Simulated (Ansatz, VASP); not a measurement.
Sc: VASP beside Ansatz

Contents of INCAR:

```
PREC = Accurate ; ENCUT = 520
EDIFF = 1E-7 ; ISMEAR = -1
SIGMA = 0.01 ; LREAL = False
LASPH = True ; NELM = 100
ALGO = Normal ; ISIF = 2
LWAVE = False ; LCHARG = False
GGA = PE ; NBANDS = 18
```

The input KPOINTS:

```
regular mesh
0
Gamma
  11 11 6
```

The input POSCAR:

```
Sc
1.0
    3.3193628924      0.0000000000      0.0000000000
   -1.6596814462      2.8746525892      0.0000000000
    0.0000000000      0.0000000000      5.1842605006
Sc
2
Direct
    0.3333333333      0.6666666667      0.2500000000
    0.6666666667      0.3333333333      0.7500000000
```

Input for Ansatz:

```yaml
crystal:
  lattice:
    - [3.3193628924, 0.0, 0.0]
    - [-1.6596814462, 2.8746525892, 0.0]
    - [0.0, 0.0, 5.1842605006]
  atoms:
    - { symbol: Sc, position: [0.3333333333, 0.6666666667, 0.25] }
    - { symbol: Sc, position: [0.6666666667, 0.3333333333, 0.75] }
hamiltonian:
  xc: pbe
  pseudopotentials:
    kind: paw
    azcp:
      Sc: "pseudopotentials/Sc.paw.azcp"
basis:
  ecutwfc: 420
  fft_grid_basis: typed
kpoints:
  mp_grid: { grid: [11, 11, 6], shift: [0, 0, 0] }
magnetization:
  spin_polarized: false
scf:
  occupations: { method: fermi_dirac, width: 0.01 }
  lower_state_search: "off"
output:
  stress: true
```

Alike in both runs: task single point; functional PBE; k mesh 11 × 11 × 6; occupations fermi-dirac, width 0.01 eV; no spin polarisation.

```csv
,VASP,Ansatz
version,VASP 6.6.1,Ansatz 0.2.0
potentials or method,"VASP PAW PBE potentials, release 64 (Sc_sv), cutoff 520 eV","plane waves (420 eV) with PAW, scalar-relativistic"
valence electrons in the cell,22,22
```

VASP gave:

```
pressure (GPa)                                                : -0.3
traceless stress, the component that is largest in VASP (GPa) : -0.24
```

Task: Which values does Ansatz return?

Result: Pressure (GPa): -0.3; traceless stress, the component that is largest in VASP (GPa): -0.25.
